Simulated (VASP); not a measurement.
Runs of VASP 6.6.1 on C. The structure is that of space group Cmme (No. 67), or close to it. The cells are those of the table. 

```tsv
task	cell	k mesh	cutoff (eV)	smearing	gap on the mesh (eV)	pressure (GPa)	relaxed volume (Å³/atom)	largest force (eV/Å)
single point	a = 3.341, b = 3.341, c = 3.013 Å, angles 90.0, 90.0, 101.6°, 6 atoms	6 × 6 × 6	520	gaussian 0.1 eV	(a)	50.8	-	1.65
relaxation of cell and atoms	relaxed from a = 3.341, b = 3.341, c = 3.013 Å, angles 90.0, 90.0, 101.6°, 6 atoms	6 × 6 × 6	600	gaussian 0.1 eV	1.15	0.2	6.16	0.02
single point	a = 3.523, b = 3.523, c = 3.018 Å, angles 90.0, 90.0, 99.6°, 6 atoms	8 × 8 × 10	520	gaussian 0.02 eV	1.15	0.6	-	0.03
relaxation of cell and atoms	relaxed from a = 3.523, b = 3.523, c = 3.018 Å, angles 90.0, 90.0, 99.6°, 6 atoms	8 × 8 × 10	600	gaussian 0.02 eV	1.15	-0.1	6.16	0.01
single point	a = 3.523, b = 3.523, c = 3.018 Å, angles 90.0, 90.0, 99.6°, 6 atoms	6 × 6 × 6	520	gaussian 0.1 eV	1.15	0.6	-	0.03
```

Alike in all rows: level PBE; potentials or basis VASP PAW PBE potentials, release 64 (C); no spin polarisation.

Estimate the missing entries.

(a) 1.82.

Caveats: forces of over 1 eV/Å act on the atoms, so gaps and moduli don't describe the material at rest (some runs).

A k mesh can miss the band edges.
